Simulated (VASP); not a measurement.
# TaTe in VASP: settings compared, part 2 of 2

VASP 6.6.1. Earlier steps stand in the parts before.

### 3 Single point, PBEsol, collinear spin, antiferromagnetic start

This run uses another cell than the first one: it holds 4 atoms, not 2.

Contents of INCAR:

```
PREC = Accurate
ENCUT = 520
EDIFF = 1E-6
ISMEAR = -5
SIGMA = 0.1
LREAL = F
LASPH = T
NELM = 150
ALGO = Normal
ISIF = 2
LWAVE = F
LCHARG = F
ISPIN = 2
MAGMOM = 2 -2 0 0
LORBIT = 11
LMAXMIX = 4
GGA = PS
NBANDS = 29
```

Contents of KPOINTS:

```
regular mesh
0
Gamma
  10 10 5
```

Contents of POSCAR:

```
TaTe
1.0
    0.0000000000      2.8720962431      2.8720962431
    5.7653724204      2.8720962431      2.8720962431
    5.7653724204      5.7441924862      0.0000000000
Ta Te
2 2
Direct
    0.5000000000      0.5000000000      0.0000000000
    0.5000000000      0.5000000000      0.5000000000
    0.0000000000      0.0000000000      0.0000000000
    0.0000000000      0.0000000000      0.5000000000
```

Potentials or basis: VASP PAW PBE potentials, release 64 (Ta_pv, Te).

On the command line:

```bash
$ cat potpaw_PBE.64/Ta_pv/POTCAR potpaw_PBE.64/Te/POTCAR > POTCAR
$ mpirun -np 1 vasp_std > vasp.out
```

It took 14 min on 1 thread of Intel Xeon Platinum 8488C (Sapphire Rapids), shared host; peak memory 0.55 GiB.

The run converged. Its results:

```yaml
Free_energy: -28.9823 eV
Pressure: -6.4 GPa
Band_gap_on_the_k_mesh: zero (filled and empty bands overlap)
Net_moment: 0.00 μB per cell
Site_moments: Ta +0.54, -0.54; Te +0.00, -0.00 μB
Valence_electrons_inside_the_program's_atomic_spheres: Ta 8.72; Te 3.46
```

Stress tensor (GPa, compression positive):
```
-6.58  0.00  0.00
 0.00 -6.36  0.00
 0.00  0.00 -6.36
```

Levels at points of the mesh, in eV from the Fermi level:
Spin up:
```tsv
k point	band 14	band 15	band 16	band 17	band 18	band 19	band 20	band 21
(0.00, 0.00, 0.00)	-1.73	-1.73	-1.34	-1.34	-1.33	-0.93	-0.91	-0.47
(0.50, 0.00, 0.00)	-4.58	0.19	0.25	0.28	0.66	0.67	0.71	1.90
(0.50, 0.50, 0.00)	-3.43	-2.83	-2.83	-0.65	-0.33	-0.16	0.00	0.89
```
Spin down:
| k point | band 15 | band 16 | band 17 | band 18 | band 19 | band 20 |
| --- | --- | --- | --- | --- | --- | --- |
| (0.00, 0.00, 0.00) | -1.73 | -1.34 | -1.34 | -1.33 | -0.93 | -0.91 |
| (0.50, 0.00, 0.00) | 0.19 | 0.25 | 0.28 | 0.66 | 0.67 | 0.71 |
| (0.50, 0.50, 0.00) | -2.83 | -2.83 | -0.65 | -0.33 | -0.16 | 0.00 |

Caveat: the PAW data sets were made with another functional, which shifts forces and pressure a little; spin-orbit coupling is left out, which moves the levels of the heavy elements; tetrahedron occupations give inexact forces and stress in metals.

### 4 Single point, PBE, collinear spin, ferromagnetic start

This run uses another cell than the first one, of 23.06 Å³/atom, 0.949 times its volume.

Contents of INCAR:

```
SYSTEM = TaTe
ALGO = Normal ; EDIFF = 1E-7
ENCUT = 520 ; GGA = PE
ISIF = 2 ; ISMEAR = 0
ISPIN = 2 ; LASPH = .True.
LCHARG = .False. ; LMAXMIX = 4
LORBIT = 11 ; LREAL = .False.
LWAVE = .False. ; MAGMOM = 0.25 0
NBANDS = 20 ; NELM = 150
PREC = Accurate ; SIGMA = 0.05
```

Contents of KPOINTS:

```
k-points
0
Gamma
  6 6 6
  0 0 0
```

Contents of POSCAR:

```
TaTe
1.0
    0.0000000000      2.8462273620      2.8462273620
    2.8462273620      0.0000000000      2.8462273620
    2.8462273620      2.8462273620      0.0000000000
Ta Te
1 1
Direct
    0.5000000000      0.5000000000      0.5000000000
    0.0000000000      0.0000000000      0.0000000000
```

On the command line:

```bash
$ cat potpaw_PBE.64/Ta_pv/POTCAR potpaw_PBE.64/Te/POTCAR > POTCAR
$ mpirun -np 1 vasp_std > vasp.out
```

It took 16 s on 1 thread of Intel Xeon 6975P-C (Granite Rapids), shared host; peak memory 0.19 GiB.

Results (log left out):

```
Free energy                                           : -13.3629 eV
Pressure                                              : 0.0 GPa
Net moment                                            : 0.32 μB per cell
Site moments                                          : Ta +0.22; Te +0.00 μB
Valence electrons inside the program's atomic spheres : Ta 8.77; Te 3.49
```

Levels at points of the mesh, in eV from the Fermi level:
Spin up:
| k point | band 6 | band 7 | band 8 | band 9 | band 10 | band 11 | band 12 | band 13 |
| --- | --- | --- | --- | --- | --- | --- | --- | --- |
| (0.00, 0.00, 0.00) | -1.78 | -1.78 | -1.50 | -1.50 | -1.50 | -1.03 | -1.03 | 1.97 |
| (0.50, 0.00, 0.00) | -4.84 | -4.84 | 0.32 | 0.32 | 0.44 | 1.89 | 4.53 | 4.53 |
| (0.50, 0.50, 0.00) | -3.57 | -3.57 | -3.06 | -0.49 | -0.17 | 1.04 | 1.04 | 2.66 |
Spin down:
```
           k point  band 6  band 7  band 8  band 9  band 10  band 11  band 12  band 13
(0.00, 0.00, 0.00)   -1.76   -1.76   -1.33   -1.33    -1.33    -0.88    -0.88     2.08
(0.50, 0.00, 0.00)   -4.76   -4.76    0.52    0.52     0.64     1.96     4.62     4.62
(0.50, 0.50, 0.00)   -3.53   -3.53   -2.91   -0.34    -0.02     1.26     1.26     2.81
```

Caveat: spin-orbit coupling is left out, which moves the levels of the heavy elements.

### 5 Single point, PBE, collinear spin, ferromagnetic start

This run uses another cell than the first one, of 23.42 Å³/atom, 0.963 times its volume.

Contents of INCAR:

```
SYSTEM = TaTe
ALGO = Normal
EDIFF = 1E-6
ENCUT = 520
GGA = PE
ISIF = 2
ISMEAR = 0
ISPIN = 2
LASPH = .TRUE.
LCHARG = .FALSE.
LMAXMIX = 4
LORBIT = 11
LREAL = .FALSE.
LWAVE = .FALSE.
MAGMOM = 0.28 0
NBANDS = 20
NELM = 150
PREC = Accurate
SIGMA = 0.05
```

Contents of KPOINTS:

```
k-points
0
G
  6 6 6
  0 0 0
```

Contents of POSCAR:

```
TaTe
1.0
    0.0000000000      2.8610161455      2.8610161455
    2.8610161455      0.0000000000      2.8610161455
    2.8610161455      2.8610161455      0.0000000000
Ta Te
1 1
Direct
    0.5000000000      0.5000000000      0.5000000000
    0.0000000000      0.0000000000      0.0000000000
```

Potentials or basis: VASP PAW PBE potentials, release 64 (Ta_pv, Te).

On the command line:

```bash
$ cat potpaw_PBE.64/Ta_pv/POTCAR potpaw_PBE.64/Te/POTCAR > POTCAR
$ mpirun -np 1 vasp_std > vasp.out
```

OUTCAR:

```text
SYSTEM = TaTe
   EDIFF = 1E-6
   ENCUT = 520
   GGA = PE
   ISIF = 2
   ISMEAR = 0
   ISPIN = 2
   LASPH = .TRUE.
   LORBIT = 11
   LREAL = .FALSE.
   NELM = 150
   PREC = Accurate

 ion  position               nearest neighbor table
   1  0.500  0.500  0.500-   2 2.86   2 2.86   2 2.86   2 2.86   2 2.86   2 2.86
   2  0.000  0.000  0.000-   1 2.86   1 2.86   1 2.86   1 2.86   1 2.86   1 2.86

  LATTYP: Found a face centered cubic cell.
 ALAT       =     5.7220322910

  Lattice vectors:

 A1 = (   0.0000000000,   2.8610161455,   2.8610161455)
 A2 = (   2.8610161455,   0.0000000000,   2.8610161455)
 A3 = (   2.8610161455,   2.8610161455,   0.0000000000)
[... 937 lines left out ...]

 VOLUME and BASIS-vectors are now :
 -----------------------------------------------------------------------------
  energy-cutoff  :      520.00
  volume of cell :       46.84
      direct lattice vectors                 reciprocal lattice vectors
     0.000000000  2.861016145  2.861016145    -0.174763082  0.174763082  0.174763082
     2.861016145  0.000000000  2.861016145     0.174763082 -0.174763082  0.174763082
     2.861016145  2.861016145  0.000000000     0.174763082  0.174763082 -0.174763082

 POSITION                                       TOTAL-FORCE (eV/Angst)
 -----------------------------------------------------------------------------------
      2.86102      2.86102      2.86102         0.000000      0.000000      0.000000
      0.00000      0.00000      0.00000        -0.000000     -0.000000     -0.000000
 -----------------------------------------------------------------------------------
    total drift:                                0.000000     -0.000000      0.000000

  FREE ENERGIE OF THE ION-ELECTRON SYSTEM (eV)
  ---------------------------------------------------
  free  energy   TOTEN  =       -13.3593894048 eV

  energy  without entropy=      -13.3550779495  energy(sigma->0) =      -13.35723368

 total charge

# of ion       s       p       d       tot
------------------------------------------
    1        0.287   6.057   2.404   8.749
    2        1.325   2.023   0.128   3.476
--------------------------------------------------
tot          1.613   8.080   2.532  12.225

 magnetization (x)

# of ion       s       p       d       tot
------------------------------------------
    1        0.008   0.002   0.230   0.240
    2        0.001  -0.008   0.007  -0.000
--------------------------------------------------
tot          0.009  -0.006   0.237   0.240
```

It took 16 s on 1 thread of Intel Xeon 6975P-C (Granite Rapids), shared host; peak memory 0.19 GiB.

What came out:

| Property | Result |
| --- | --- |
| Free energy | -13.3594 eV |
| Pressure | -1.6 GPa |
| Net moment | 0.34 μB per cell |
| Site moments | Ta +0.24; Te -0.00 μB |
| Valence electrons inside the program's atomic spheres | Ta 8.75; Te 3.48 |

Caveat: spin-orbit coupling is left out, which moves the levels of the heavy elements.

### 6 The runs side by side

```tsv
level	spin	cell	k mesh	smearing	gap on the mesh (eV)	pressure (GPa)	moment (μB)
r2SCAN	collinear, ferromagnetic start	a = 4.097 Å, angles 60.0°, 2 atoms	10 × 10 × 10	gaussian 0.05 eV	none	-6.5	0.00
PBEsol	collinear, antiferromagnetic start	a = 4.062, b = 7.052, c = 8.139 Å, angles 29.9, 60.1, 54.8°, 4 atoms	10 × 10 × 5	tetrahedron	none	-6.4	0.00
PBE	collinear, ferromagnetic start	a = 4.025 Å, angles 60.0°, 2 atoms	6 × 6 × 6	gaussian 0.05 eV	none	0.0	0.32
PBE	collinear, ferromagnetic start	a = 4.046 Å, angles 60.0°, 2 atoms	6 × 6 × 6	gaussian 0.05 eV	none	-1.6	0.34
```

Alike in all rows: task single point; potentials or basis VASP PAW PBE potentials, release 64 (Ta_pv, Te); cutoff (eV) 520.

Caveats: spin-orbit coupling is left out, which moves the levels of the heavy elements; the PAW data sets were made with another functional, which shifts forces and pressure a little (some runs); tetrahedron occupations give inexact forces and stress in metals (some runs).

Absolute energies hang on the potentials; compare differences alone.
